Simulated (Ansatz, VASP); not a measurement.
# Two plane-wave programs on P

```
P
1.0
     2.42469    0.00000    0.00000
     0.00000    2.43854    0.00000
    -0.02031    0.00000    4.85243
P
2
Direct
  0.00000 0.00000 0.25057
  0.00000 0.00000 0.74943
```

Alike in both runs: task single point; functional PBE; k mesh 18 × 18 × 10; occupations methfessel-paxton of order 1, width 0.02 eV; no spin polarisation.

|  | VASP | Ansatz |
| --- | --- | --- |
| version | VASP 6.6.1 | Ansatz 0.2.0 |
| potentials or method | VASP PAW PBE potentials, release 64 (P), cutoff 520 eV | scalar-relativistic, plane waves, PAW |
| valence electrons in the cell | 10 | 10 |

VASP gave:

```
gap on the k mesh at the Fermi level (eV)                     : none
pressure (GPa)                                                : 2.3
traceless stress, the component that is largest in VASP (GPa) : -2.72
rms of the force components (eV/Å)                            : 0.005
```

Task: What did Ansatz give for the same quantities?

Result: gap on the k mesh at the Fermi level (eV): none; pressure (GPa): 2.6; traceless stress, the component that is largest in VASP (GPa): -2.70; rms of the force components (eV/Å): 0.005.

Atom by atom the forces differ by 0.000 eV/Å (rms over components). A gap of «none» marks a metal or a gap that the smearing closes.
